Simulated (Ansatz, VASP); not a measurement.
**One calculation of BP, two programs**

```
CELL_PARAMETERS angstrom
0.00000 2.22268 2.22268
2.22268 0.00000 2.22268
2.22268 2.22268 0.00000
ATOMIC_POSITIONS crystal
B 0.00000 0.00000 0.00000
P 0.25000 0.25000 0.25000
```

Change from the starting cell: volume scaled by 0.94, ions relaxed.

Alike in both runs: task relaxation of the atoms; functional PBE; k mesh 16 × 16 × 16; occupations fermi-dirac, width 0.02 eV; no spin polarisation.

|  | VASP | Ansatz |
| --- | --- | --- |
| version | VASP 6.6.1 | Ansatz 0.2.0 |
| potentials or method | VASP PAW PBE potentials, release 64 (B, P) | plane-wave PAW, scalar-relativistic |
| plane-wave cutoff (eV) | 520 | 420 |
| valence electrons in the cell | 8 | 8 |

|  | VASP | Ansatz | Ansatz less VASP |
| --- | --- | --- | --- |
| gap on the k mesh at the Fermi level, each at its own relaxed structure (eV) | 1.15 | 1.15 | +0.004 |

Ansatz's warnings: stress scf threshold loose.

Noted on VASP's run: the relaxation stopped at its first step, so nothing moved.
